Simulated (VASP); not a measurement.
A run of VASP 6.6.1:

The input INCAR:

```
SYSTEM = YF5
PREC = Accurate
ENCUT = 520
EDIFF = 1E-7
ISMEAR = 0
SIGMA = 0.1
LREAL = .False.
LASPH = .True.
NELM = 150
ALGO = Normal
ISIF = 2
LWAVE = .False.
LCHARG = .True.
ISPIN = 2
MAGMOM = 0 1 1 1 1 1
LORBIT = 11
LMAXMIX = 4
GGA = PE
LELF = .True.
LVHAR = .True.
NBANDS = 36
```

The input KPOINTS:

```
Automatic mesh
0
Gamma
  3 3 4
  0 0 0
```

File POSCAR:

```
YF5
1.0
    5.8580345799      0.0000000000      0.0000000000
   -2.9290172899      5.0732067624      0.0000000000
    0.0000000000      0.0000000000      6.0659669224
Y F
1 5
Direct
    0.0000000000      0.0000000000      0.0000000000
    0.5000000000      0.0000000000      0.5000000000
    0.0000000000      0.5000000000      0.5000000000
    0.5000000000      0.5000000000      0.5000000000
    0.0000000000      0.0000000000      0.6839416229
    0.0000000000      0.0000000000      0.3160583771
```

Potentials or basis: VASP PAW PBE potentials, release 64 (Y_sv, F).

Run with:

```sh
$ cat potpaw_PBE.64/Y_sv/POTCAR potpaw_PBE.64/F/POTCAR > POTCAR
$ mpirun -np 1 vasp_std > vasp.out
```

Hardware: 1 thread of Intel(R) Xeon(R) 6975P-C (Granite Rapids), with other jobs on the host.

Q: How long does it take, and how much memory?

A: Run time: 120 s on 1 thread of Intel(R) Xeon(R) 6975P-C (Granite Rapids), with other jobs on the host, peak memory 0.44 GiB. Counts: scf iterations 25, k points 9.
